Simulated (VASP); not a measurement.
# Pd: single point with PBE

Pd:

```
CELL_PARAMETERS angstrom
0.00000 1.98304 1.98304
1.98304 0.00000 1.98304
1.98304 1.98304 0.00000
ATOMIC_POSITIONS crystal
Pd 0.00000 0.00000 0.00000
```

This cell differs from its parent crystal: volume scaled by 1.06.

```yaml
Program: VASP 6.6.1
Task: single point
Functional: PBE
Potentials_or_basis: VASP PAW PBE potentials, release 64 (Pd)
Cutoff: 520 eV
k_mesh: 18 × 18 × 18
Occupations: fermi-dirac, width 0.05 eV
Spin: no spin polarisation
Dipole_correction: no
Further_INCAR_settings: ALGO = Normal; EDIFF = 1e-06; NBANDS = 11
```

- Pressure: -3.1 GPa
- Band gap on the k mesh: zero (band 5 reaches 9.13 eV, above the bottom of band 6 at 7.69 eV)

Levels at points of the mesh, in eV from the Fermi level:
```csv
k point,band 1,band 2,band 3,band 4,band 5,band 6,band 7,band 8,band 9,band 10
"(0.00, 0.00, 0.00)",-6.71,-2.59,-2.59,-2.59,-1.12,-1.12,17.15,21.61,21.61,21.61
"(0.50, 0.00, 0.00)",-4.87,-2.63,-2.63,-0.03,-0.03,1.14,6.89,16.50,20.56,20.56
"(0.50, 0.50, 0.00)",-4.93,-4.67,-0.06,0.26,0.26,3.36,10.21,12.91,12.91,20.76
```

Wall time 36 s on 1 thread of Intel Xeon 8259CL, with other jobs on the host, peak memory 0.17 GiB.
